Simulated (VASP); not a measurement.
A run of VASP 6.6.1 is set up as follows.

File INCAR:

```
  PREC = Accurate
  ENCUT = 520
  EDIFF = 1E-8
  ISMEAR = -1
  SIGMA = 0.08
  LREAL = F
  LASPH = T
  NELM = 100
  ALGO = Normal
  ISIF = 2
  LWAVE = F
  LCHARG = F
  GGA = PE
  LEFG = T
  NBANDS = 15
```

KPOINTS

```
regular mesh
0
Gamma
  17 17 10
```

Contents of POSCAR:

```
Fe
1.0
    2.4502783040      0.0000000000      0.0000000000
   -1.2251391520      2.1220032576      0.0000000000
    0.0000000000      0.0000000000      3.8673784861
Fe
2
Direct
    0.3333333333      0.6666666667      0.2500000000
    0.6666666667      0.3333333333      0.7500000000
```

Potentials or basis: VASP PAW PBE potentials, release 64 (Fe).

Launch:

```console
$ cat potpaw_PBE.64/Fe/POTCAR > POTCAR
$ mpirun -np 1 vasp_std > vasp.out
```

Task: Estimate the pressure.

Result: 3.8 GPa.

Task: Predict the band gap on the k mesh.

Result: Zero (band 8 reaches 7.91 eV, above the bottom of band 9 at 6.06 eV).

Stress tensor (GPa, compression positive):
```
3.51 0.00 0.00
0.00 3.51 0.00
0.00 0.00 4.37
```

Caveat: without QUAD_EFG the Cq values of the log hold for a quadrupole moment of 1 mb, not for the nuclei; the run has no spin polarisation, though such a crystal can be magnetic. Spin polarisation is off, so any magnetic state and its effect on volume and gap are missing.
